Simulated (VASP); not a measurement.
SiNi: single point with PBE

SiNi:

```
CELL_PARAMETERS angstrom
5.73574 0.00000 0.00000
0.00000 5.31131 0.00000
0.00000 0.00000 3.38361
ATOMIC_POSITIONS crystal
Ni 0.19000 0.00500 0.25000
Ni 0.81000 0.99500 0.75000
Ni 0.69000 0.49500 0.75000
Ni 0.31000 0.50500 0.25000
Si 0.58300 0.18800 0.25000
Si 0.41700 0.81200 0.75000
Si 0.08300 0.31200 0.75000
Si 0.91700 0.68800 0.25000
```

* Program: VASP 6.6.1
* Task: single point
* Functional: PBE
* Potentials or basis: VASP PAW PBE potentials, release 64 (Ni, Si)
* Cutoff: 600 eV
* k mesh: 6 × 7 × 10
* Occupations: fermi-dirac, width 0.1 eV
* Spin: no spin polarisation

```
Pressure               : -7.4 GPa
Largest force          : 0.292 eV/Å
Band gap on the k mesh : zero (bands 28 and 29 overlap by 1.87 eV)
```

Forces on the atoms (eV/Å):
```
Ni   0.144  0.007  0.000
Ni  -0.144 -0.007  0.000
Ni   0.144 -0.007  0.000
Ni  -0.144  0.007  0.000
Si  -0.047 -0.289  0.000
Si   0.047  0.289  0.000
Si  -0.047  0.289  0.000
Si   0.047 -0.289  0.000
```

Stress tensor (GPa, compression positive):
```
-6.82  0.00  0.00
 0.00 -8.28  0.00
 0.00  0.00 -7.09
```

Levels at points of the mesh, in eV from the Fermi level:
```csv
k point,band 25,band 26,band 27,band 28,band 29,band 30,band 31,band 32
"(0.00, 0.00, 0.00)",-1.85,-1.21,-0.99,-0.73,0.56,0.99,3.64,3.86
"(0.50, 0.00, 0.00)",-1.44,-1.44,-0.28,-0.28,1.12,1.12,2.99,2.99
"(0.00, 0.00, 0.50)",-1.72,-1.72,-1.44,-1.44,-0.58,-0.58,1.89,1.89
"(0.50, 0.00, 0.50)",-1.81,-1.81,-1.66,-1.66,0.16,0.16,1.07,1.07
```

Run time: 13 min on 1 thread of Intel Xeon 8259CL (shared host), peak memory 0.46 GiB.

Caveat: the cell stands under tension. Spin polarisation is off, so any magnetic state and its effect on volume and gap are missing.
